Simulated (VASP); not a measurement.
# InB4Pt (P4/mmm) in VASP: notebook

InB4Pt is run at these levels: PBE; tasks: single point, relaxation of cell and atoms.

All numbers are computed with VASP 6.6.1; they aren't measurements. Logs are shortened: lines on timing, memory, paths and dates and some standing lists are left out, and cuts for length are marked.

## Step 1: The cell of the first run

It takes space group P4/mmm (No. 123, tetragonal). The conventional cell has a = 3.904 Å, b = 3.904 Å, c = 4.403 Å, α = 90.00°, β = 90.00°, γ = 90.00°. Within 2.8 Å of In (site symmetry 4/mmm) lie 8 B at 2.11 Å and 2 Pt at 2.20 Å. B (site symmetry 2mm) has 1 B at 1.58 Å within 2.1 Å. Within 2.9 Å of Pt (site symmetry 4/mmm) lie 2 In at 2.20 Å and 8 B at 2.41 Å.

## Step 2: Single point, PBE

The input, INCAR:

```
  PREC = Accurate
  ENCUT = 520
  EDIFF = 1E-7
  ISMEAR = 0
  SIGMA = 0.1
  LREAL = False
  LASPH = True
  NELM = 80
  ALGO = Normal
  ISIF = 2
  LWAVE = False
  LCHARG = False
  GGA = PE
  NBANDS = 26
```

The input, KPOINTS:

```
regular mesh
0
Gamma
  4 4 4
```

The input, POSCAR:

```
InB4Pt
1.0
    3.9036913600      0.0000000000      0.0000000000
    0.0000000000      3.9036913600      0.0000000000
    0.0000000000      0.0000000000      4.4029091000
In B Pt
1 4 1
Direct
    0.0000000000      0.0000000000      0.0000000000
    0.0000000000      0.5000000000      0.8202378800
    0.5000000000      0.0000000000      0.8202378800
    0.0000000000      0.5000000000      0.1797621200
    0.5000000000      0.0000000000      0.1797621200
    0.0000000000      0.0000000000      0.5000000000
```

Potentials or basis: VASP PAW PBE potentials, release 64 (In_d, B, Pt).

Started as:

```bash
$ cat potpaw_PBE.64/In_d/POTCAR potpaw_PBE.64/B/POTCAR potpaw_PBE.64/Pt/POTCAR > POTCAR
$ mpirun -np 1 vasp_std > vasp.out
```

OUTCAR:

```text
PREC = Accurate
   ENCUT = 520
   EDIFF = 1E-7
   ISMEAR = 0
   LREAL = False
   LASPH = True
   NELM = 80
   ISIF = 2
   GGA = PE

 ion  position               nearest neighbor table
   1  0.000  0.000  0.000-   2 2.11   3 2.11   4 2.11   5 2.11   2 2.11   4 2.11   3 2.11   5 2.11
                             6 2.20   6 2.20
   2  0.000  0.500  0.820-   4 1.58   1 2.11   1 2.11   6 2.41   6 2.41
   3  0.500  0.000  0.820-   5 1.58   1 2.11   1 2.11   6 2.41   6 2.41
   4  0.000  0.500  0.180-   2 1.58   1 2.11   1 2.11   6 2.41   6 2.41
   5  0.500  0.000  0.180-   3 1.58   1 2.11   1 2.11   6 2.41   6 2.41
   6  0.000  0.000  0.500-   1 2.20   1 2.20   3 2.41   4 2.41   5 2.41   2 2.41   2 2.41   4 2.41
                             3 2.41   5 2.41

  LATTYP: Found a simple tetragonal cell.
 ALAT       =     3.9036913600
 C/A-ratio  =     1.1278835067

  Lattice vectors:

 A1 = (   3.9036913600,   0.0000000000,   0.0000000000)
 A2 = (   0.0000000000,   3.9036913600,   0.0000000000)
 A3 = (   0.0000000000,   0.0000000000,   4.4029091000)

Analysis of symmetry for initial positions (statically):
=====================================================================
 Subroutine PRICEL returns:
 Original cell was already a primitive cell.

 Routine SETGRP: Setting up the symmetry group for a
 simple tetragonal supercell.

 Subroutine GETGRP returns: Found 16 space group operations
 (whereof 16 operations were pure point group operations)
 out of a pool of 16 trial point group operations.

The static configuration has the point symmetry D_4h.

Analysis of symmetry for dynamics (positions and initial velocities):
=====================================================================
 Subroutine PRICEL returns:
 Original cell was already a primitive cell.

 Routine SETGRP: Setting up the symmetry group for a
 simple tetragonal supercell.

 Subroutine GETGRP returns: Found 16 space group operations
 (whereof 16 operations were pure point group operations)
 out of a pool of 16 trial point group operations.

The dynamic configuration has the point symmetry D_4h.

 Subroutine INISYM returns: Found 16 space group operations
 (whereof 16 operations are pure point group operations),
 and found     1 'primitive' translations

[... 95 lines left out ...]
   EDIFF  = 0.1E-06   stopping-criterion for ELM
   LREAL  =      F    real-space projection
   EDIFFG = 0.1E-05   stopping-criterion for IOM
   NSW    =      0    number of steps for IOM
   IBRION =     -1    ionic relax: 0-MD 1-quasi-New 2-CG
   NFREE  =      0    steps in history (QN), initial steepest desc. (CG)
   ISIF   =      2    stress and relaxation
   ISYM   =      2    0-nonsym 1-usesym 2-fastsym
   POTIM  = 0.5000    time-step for ionic-motion
   TEBEG  =    0.0;   TEEND  =   0.0 temperature during run
   PSTRESS=    0.0 pullay stress
   NELECT =      35.0000    total number of electrons
   NUPDOWN=      -1.0000    fix difference up-down
   EMIN   =  10.00;   EMAX   =-10.00  energy-range for DOS
   EFERMI =   0.00;   METHOD = LEGACY
   ISMEAR =     0;   SIGMA  =   0.10  broadening in eV -4-tet -1-fermi 0-gaus
   EFERMI_NEDOS =   21; number of points for ismear=-14 and -15
   IALGO  =     38    algorithm
   IMIX   =      4    mixing-type and parameters
     AMIX     =   0.40;   BMIX     =  1.00
     AMIX_MAG =   1.60;   BMIX_MAG =  1.00
  volume/ion in A,a.u.               =      11.18        75.46
  Fermi-wavevector in a.u.,A,eV,Ry     =   1.317854  2.490383 23.629770  1.736739
  Thomas-Fermi vector in A             =   2.447865
   LORBIT       =      0    0 simple, 1 ext, 2 COOP (PROOUT), +10 PAW based schemes
   GGA     = PE    functional components
   LHFCALC =     F    Hartree Fock is set to
   AEXX    =    0.0000 exact exchange contribution
   IVDW    =     0    specifies the selected vdW correction
   LEPSILON=     F    determine dielectric tensor
   LRPA    =     F    only Hartree local field effects (RPA)
 non-spin polarized calculation
 Gauss-broadening in eV      SIGMA  =   0.10
  energy-cutoff  :      520.00
  volume of cell :       67.10
 maximum number of plane-waves:      1822
 NGX is ok and might be reduce to    30
   NGX = 15   NGY = 15   NGZ = 17

 number of electron      35.0000000 magnetization

 Free energy of the ion-electron system (eV)
  ---------------------------------------------------
  ext. energy  EPLUGINS =         0.00000000
  ---------------------------------------------------
  free energy    TOTEN  =       -20.36960906 eV

  energy without entropy =      -20.35578455  energy(sigma->0) =      -20.36269681

 E-fermi :   9.1878     XC(G=0): -11.6261

 val. band max:        9.1547844048   @ k =   0.5000   0.5000   0.0000
 cond. band min:       9.2096787514   @ k =   0.2500   0.0000   0.5000
 fundamental gap:      0.0548943467
 Fermi energy:         9.1877932364

 k-point     1 :       0.0000    0.0000    0.0000
  band No.  band energies     occupation
      1      -8.7567      2.00000
      2      -8.3796      2.00000
      3      -8.0240      2.00000
      4      -8.0240      2.00000
      5      -7.1573      2.00000
      6      -6.1730      2.00000
[... 511 lines left out ...]
     25      17.6114      0.00000
     26      18.2452      0.00000

------------------------ aborting loop because EDIFF is reached ----------------------------------------

  FORCE on cell =-STRESS in cart. coord.  units (eV):
  Direction    XX          YY          ZZ          XY          YZ          ZX
  --------------------------------------------------------------------------------------
  -------------------------------------------------------------------------------------
  Total       20.0635313     20.0635313     43.9799941      0.0000000      0.0000000      0.0000000
  in kB      479.1012342    479.1012342   1050.2074212      0.0000000      0.0000000      0.0000000
  external PRESSURE =     669.4699632 kB  Pullay stress =       0.0000000 kB

 VOLUME and BASIS-vectors are now :
 -----------------------------------------------------------------------------
  energy-cutoff  :      520.00
  volume of cell :       67.10
      direct lattice vectors                 reciprocal lattice vectors
     3.903691360  0.000000000  0.000000000     0.256167793  0.000000000  0.000000000
     0.000000000  3.903691360  0.000000000     0.000000000  0.256167793  0.000000000
     0.000000000  0.000000000  4.402909100     0.000000000  0.000000000  0.227122563

 POSITION                                       TOTAL-FORCE (eV/Angst)
 -----------------------------------------------------------------------------------
      0.00000      0.00000      0.00000         0.000000     -0.000000     -0.000000
      0.00000      1.95185      3.61143         0.000000     -0.000000     -2.922923
      1.95185      0.00000      3.61143         0.000000      0.000000     -2.922923
      0.00000      1.95185      0.79148        -0.000000     -0.000000      2.922923
      1.95185      0.00000      0.79148         0.000000      0.000000      2.922923
      0.00000      0.00000      2.20145         0.000000     -0.000000     -0.000000
 -----------------------------------------------------------------------------------
    total drift:                                0.000000      0.000000     -0.000000

  FREE ENERGIE OF THE ION-ELECTRON SYSTEM (eV)
  ---------------------------------------------------
  free  energy   TOTEN  =       -20.3696090645 eV

  energy  without entropy=      -20.3557845462  energy(sigma->0) =      -20.36269681
```

stdout:

```text
POSCAR found type information on POSCAR InB Pt
 POSCAR found :  3 types and       6 ions
 scaLAPACK will be used
 LDA part: xc-table for (Slater+PW92), standard interpolation
 POSCAR, INCAR and KPOINTS ok, starting setup
 FFT: planning ... GRIDC
 FFT: planning ... GRID_SOFT
 FFT: planning ... GRID
 WAVECAR not read
 entering main loop
```

Wall time 38 s (1 thread of Intel Xeon Platinum 8259CL at 2.50GHz (Skylake/Cascade Lake), shared host); peak memory 0.19 GiB.

Results:

- Free energy: -20.3696 eV
- Pressure: 66.9 GPa
- Largest force: 2.923 eV/Å

Forces in eV/Å, atoms in the order of the input:
```
In   0.000  0.000  0.000
B    0.000  0.000 -2.923
B    0.000  0.000 -2.923
B    0.000  0.000  2.923
B    0.000  0.000  2.923
Pt   0.000  0.000  0.000
```

Stress tensor (GPa, compression positive):
```
 47.91   0.00   0.00
  0.00  47.91   0.00
  0.00   0.00 105.02
```

Levels at points of the mesh, in eV from the Fermi level:
```tsv
k point	band 14	band 15	band 16	band 17	band 18	band 19	band 20	band 21
(0.00, 0.00, 0.00)	-5.36	-4.48	-3.74	-0.72	0.12	0.12	2.50	3.30
(0.50, 0.00, 0.00)	-4.76	-4.65	-4.31	-1.53	-0.70	0.15	1.31	1.45
(0.50, 0.50, 0.00)	-4.16	-4.12	-4.12	-2.96	-0.03	0.92	0.92	2.54
(0.00, 0.00, 0.50)	-2.41	-2.41	-1.24	-0.50	-0.50	0.85	0.85	1.48
(0.50, 0.00, 0.50)	-4.96	-3.09	-1.71	-1.41	-1.24	0.62	0.91	2.40
(0.50, 0.50, 0.50)	-5.76	-5.03	-4.76	-4.68	0.47	2.39	2.73	2.73
```

Caveat: the k points lie up to 0.40 Å⁻¹ apart; spin-orbit coupling is left out, which moves the levels of the heavy elements; forces of over 1 eV/Å act on the atoms, so gaps and moduli don't describe the material at rest.

## Step 3: Single point, PBE

This run uses another cell than the first one, of 15.41 Å³/atom, 1.378 times its volume.

The input, INCAR:

```
SYSTEM = InB4Pt
PREC = Accurate
ENCUT = 520
EDIFF = 1E-7
ISMEAR = 0
SIGMA = 0.1
LREAL = .False.
LASPH = .True.
NELM = 80
ALGO = Normal
ISIF = 2
LWAVE = .False.
LCHARG = .False.
GGA = PE
NBANDS = 26
```

The input, KPOINTS:

```
Automatic mesh
0
Gamma
  4 4 4
  0 0 0
```

The input, POSCAR:

```
InB4Pt
1.0
    4.3274129706      0.0000000000      0.0000000000
    0.0000000000      4.3274129706      0.0000000000
    0.0000000000      0.0000000000      4.9366904134
In B Pt
1 4 1
Direct
    0.0000000000      0.0000000000      0.0000000000
    0.0000000000      0.5000000000      0.8223689138
    0.5000000000      0.0000000000      0.8223689138
    0.0000000000      0.5000000000      0.1776310862
    0.5000000000      0.0000000000      0.1776310862
    0.0000000000      0.0000000000      0.5000000000
```

Potentials or basis: VASP PAW PBE potentials, release 64 (In_d, B, Pt).

Started as:

```bash
$ cat potpaw_PBE.64/In_d/POTCAR potpaw_PBE.64/B/POTCAR potpaw_PBE.64/Pt/POTCAR > POTCAR
$ mpirun -np 1 vasp_std > vasp.out
```

It took 37 s on 1 thread of Intel Xeon Platinum 8259CL at 2.50GHz (Skylake/Cascade Lake), shared host; peak memory 0.21 GiB.

Results (log left out):

* Free energy: -24.3228 eV
* Pressure: 0.0 GPa
* Largest force: 0.007 eV/Å

Forces in eV/Å, atoms in the order of the input:
```
In   0.000  0.000  0.000
B    0.000  0.000  0.007
B    0.000  0.000  0.007
B    0.000  0.000 -0.007
B    0.000  0.000 -0.007
Pt   0.000  0.000  0.000
```

Stress tensor (GPa, compression positive):
```
-0.11  0.00  0.00
 0.00 -0.11  0.00
 0.00  0.00  0.08
```

Levels at points of the mesh, in eV from the Fermi level:
```csv
k point,band 15,band 16,band 17,band 18,band 19,band 20
"(0.00, 0.00, 0.00)",-3.52,-2.79,-1.18,0.66,0.66,1.79
"(0.50, 0.00, 0.00)",-3.03,-2.88,-0.63,-0.28,-0.22,0.45
"(0.50, 0.50, 0.00)",-2.45,-2.45,-1.89,-0.01,-0.01,0.93
"(0.00, 0.00, 0.50)",-1.56,-0.86,0.20,0.20,0.43,1.03
"(0.50, 0.00, 0.50)",-3.06,-1.00,-0.79,-0.51,0.61,1.14
"(0.50, 0.50, 0.50)",-3.13,-3.12,-2.96,0.98,1.80,1.99
```

Caveat: the k points lie up to 0.36 Å⁻¹ apart; spin-orbit coupling is left out, which moves the levels of the heavy elements.

(Part 1 of 2 ends here.)
